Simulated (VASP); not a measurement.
Input of a VASP 6.6.1 run:

Contents of INCAR:

```
SYSTEM = InP
PREC = Accurate
ENCUT = 520
EDIFF = 1E-7
ISMEAR = 0
SIGMA = 0.03
LREAL = .FALSE.
LASPH = .TRUE.
NELM = 150
ALGO = Normal
ISIF = 2
LWAVE = .FALSE.
LCHARG = .FALSE.
MAGMOM = 0 0 0 0 0 0
LORBIT = 11
LSORBIT = .TRUE.
GGA_COMPAT = .FALSE.
LORBMOM = .TRUE.
GGA = PE
NBANDS = 30
```

The input KPOINTS:

```
Automatic mesh
0
G
  10 10 10
  0 0 0
```

Contents of POSCAR:

```
InP
1.0
    0.0000000000      2.9345000000      2.9345000000
    2.9345000000      0.0000000000      2.9345000000
    2.9345000000      2.9345000000      0.0000000000
In P
1 1
Direct
    0.0000000000      0.0000000000      0.0000000000
    0.2500000000      0.2500000000      0.2500000000
```

Potentials or basis: VASP PAW PBE potentials, release 64 (In_d, P).

The run is started by

```console
$ cat potpaw_PBE.64/In_d/POTCAR potpaw_PBE.64/P/POTCAR > POTCAR
$ mpirun -np 1 vasp_ncl > vasp.out
```

Task: What does it give for the net moment?

Result: 0.00 μB per cell.

Task: Estimate the pressure.

Result: 2.9 GPa.

Moments on the atoms (μB; x, y, z):
```
In  0.00 0.00 0.00
P   0.00 0.00 0.00
```
